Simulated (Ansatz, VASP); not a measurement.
# MnO2: VASP beside Ansatz

Contents of INCAR:

```
SYSTEM = MnO2
PREC     = Accurate       ! precision mode
ENCUT    = 520            ! plane-wave cutoff, eV
EDIFF    = 1E-6           ! SCF threshold, eV
ISMEAR   = -1             ! smearing method
SIGMA    = 0.05           ! smearing width, eV
LREAL    = .False.        ! projectors in reciprocal space
LASPH    = .True.         ! aspherical terms in the spheres
NELM     = 150            ! most SCF steps
ALGO     = Normal         ! electronic algorithm
ISIF     = 2              ! what is computed and relaxed
LWAVE    = .False.        ! write WAVECAR
LCHARG   = .False.        ! write CHGCAR
ISPIN    = 2              ! spin polarisation
MAGMOM   = 4 0 0          ! initial moments
LORBIT   = 11             ! projections on sites
LMAXMIX  = 4              ! l up to which the mixer works
GGA      = PE             ! functional
NBANDS   = 24             ! bands
```

File KPOINTS:

```
regular mesh
0
Gamma
  11 11 11
  0 0 0
```

File POSCAR:

```
MnO2
1.0
    1.4284348394      0.8247072390      4.5839315268
   -1.4284348394      0.8247072390      4.5839315268
    0.0000000000     -1.6494144781      4.5839315268
Mn O
1 2
Direct
    0.0000000000      0.0000000000      0.0000000000
    0.7356355100      0.7356355100      0.7356355100
    0.2643644900      0.2643644900      0.2643644900
```

Contents of input.yaml:

```yaml
crystal:
  lattice:
    - [1.4284348394, 0.824707239, 4.5839315268]
    - [-1.4284348394, 0.824707239, 4.5839315268]
    - [0.0, -1.6494144781, 4.5839315268]
  atoms:
    - { symbol: Mn, position: [0.0, 0.0, 0.0], spin: 4.0 }
    - { symbol: O, position: [0.73563551, 0.73563551, 0.73563551] }
    - { symbol: O, position: [0.26436449, 0.26436449, 0.26436449] }
hamiltonian:
  xc: pbe
  pseudopotentials: { kind: paw }
magnetization:
  spin_polarized: true
kpoints:
  mp_grid: { grid: [11, 11, 11] }
scf:
  occupations: { method: fermi_dirac, width: 0.05 }
output:
  forces: true
  stress: true
  eigenvalues: true
```

Alike in both runs: task single point; functional PBE; k mesh 11 × 11 × 11; occupations fermi-dirac, width 0.05 eV; collinear spin.

|  | VASP | Ansatz |
| --- | --- | --- |
| version | VASP 6.6.1 | Ansatz 0.2.0 |
| potentials or method | VASP PAW PBE potentials, release 64 (Mn_pv, O) | Ansatz PAW |
| plane-wave cutoff (eV) | 520 | 420 |
| valence electrons in the cell | 25 | 27 |

VASP gave:

- gap on the k mesh at the Fermi level (eV): 0.84
- least direct gap on the mesh (eV): 0.91
- pressure (GPa): 5.9
- traceless stress, the component that is largest in VASP (GPa): -0.96
- rms of the force components (eV/Å): 0.145
- net moment per atom (μB): 1.00
- size of the moment on the site where the two differ most (μB): 2.83

Problem. What did Ansatz give for the same quantities?

Solution. gap on the k mesh at the Fermi level (eV): 0.88; least direct gap on the mesh (eV): 0.95; pressure (GPa): 4.9; traceless stress, the component that is largest in VASP (GPa): -0.53; rms of the force components (eV/Å): 0.102; net moment per atom (μB): 1.00; size of the moment on the site where the two differ most (μB): 2.49.

Site moments also hang on the region over which each program counts them. Atom by atom the forces differ by 0.043 eV/Å (rms over components). VASP's potentials hold 25 valence electrons a cell and Ansatz's 27, so a difference there can come from the potentials and not from the codes.

Noted on Ansatz's run: odd divisions of the mesh miss points on the zone boundary, where band edges often lie, so the gap on the mesh can be too wide.
